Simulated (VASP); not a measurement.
Wanted: the native input for a VASP 6.6.1 run.

* Task: single point
* Functional: PBE
* Potentials or basis: VASP PAW PBE potentials, release 64 (Mo_sv)
* Cutoff: 520 eV
* k mesh: 12 × 12 × 12
* Occupations: fermi-dirac, width 0.05 eV
* Spin: non-collinear spin, zero start, spin-orbit coupling
* Starting moments: [[0.0, 0.0, 0.0]] μB
* Dipole correction: no
* Further INCAR settings: ALGO = Fast; EDIFF = 1e-06; NBANDS = 25

The structure of Mo lies in POSCAR:

```
Mo
1.0
   -1.5838089719      1.5838089719      1.5838089719
    1.5838089719     -1.5838089719      1.5838089719
    1.5838089719      1.5838089719     -1.5838089719
Mo
1
Direct
    0.0000000000      0.0000000000      0.0000000000
```

One way to write it, as run:

INCAR

```
ALGO = Fast
EDIFF = 1E-6
ENCUT = 520
GGA = PE
GGA_COMPAT = F
ISIF = 2
ISMEAR = -1
LASPH = T
LCHARG = F
LMAXMIX = 4
LORBIT = 11
LORBMOM = T
LREAL = F
LSORBIT = T
LWAVE = F
MAGMOM = 0 0 0
NBANDS = 25
NELM = 150
PREC = Accurate
SIGMA = 0.05
```

KPOINTS

```
k-points
0
Gamma
  12 12 12
```

Potentials or basis: VASP PAW PBE potentials, release 64 (Mo_sv).

Run with:

```sh
$ cat potpaw_PBE.64/Mo_sv/POTCAR > POTCAR
$ mpirun -np 1 vasp_ncl > vasp.out
```

Results of the run:

The pressure is -1.2 GPa, the net moment is 0.00 μB per cell and the valence electrons inside the program's atomic spheres are Mo 12.47.

Run time: 100 s on 1 thread of AMD EPYC 7R13, with other jobs on the host, peak memory 0.15 GiB.
